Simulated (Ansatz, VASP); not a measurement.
One calculation of In2O3, two programs

```xyz
10
Lattice="2.7581 1.5924 4.8637 -2.7581 1.5924 4.8637 0.0000 -3.1848 4.8637" Properties=species:S:1:pos:R:3 pbc="T T T"
In    0.0000    0.0000    9.3832
In    0.0000    0.0000   12.5034
In    0.0000    0.0000    5.2078
In    0.0000    0.0000    2.0877
O    -1.9393   -0.1741    6.0796
O     0.8188    1.7665    6.0796
O     1.1204   -1.5924    6.0796
O     1.9393    0.1741    8.5115
O    -1.1204    1.5924    8.5115
O    -0.8188   -1.7665    8.5115
```

Alike in both runs: functional r2SCAN; k mesh 6 × 6 × 6; occupations fermi-dirac, width 0.01 eV; no spin polarisation.

Ansatz relaxed the structure, and its values are those at the end. VASP's run is a single point on that final structure, the one shown.

```csv
,VASP,Ansatz
version,VASP 6.6.1,Ansatz 0.2.0
potentials or method,"VASP PAW PBE potentials, release 64 (In_d, O)","plane-wave PAW, scalar-relativistic"
plane-wave cutoff (eV),520,500
valence electrons in the cell,88,88
```

Ansatz gave:

| Quantity | Value |
| --- | --- |
| gap on the k mesh at the Fermi level (eV) | 1.77 |
| pressure (GPa) | -0.9 |
| rms of the force components (eV/Å) | 0.006 |

Task: Estimate VASP's values.

Result: gap on the k mesh at the Fermi level (eV): 1.78; pressure (GPa): 0.2; rms of the force components (eV/Å): 0.010.

VASP's potentials were made for PBE, not for r2SCAN. Ansatz's warnings: stress scf threshold loose.
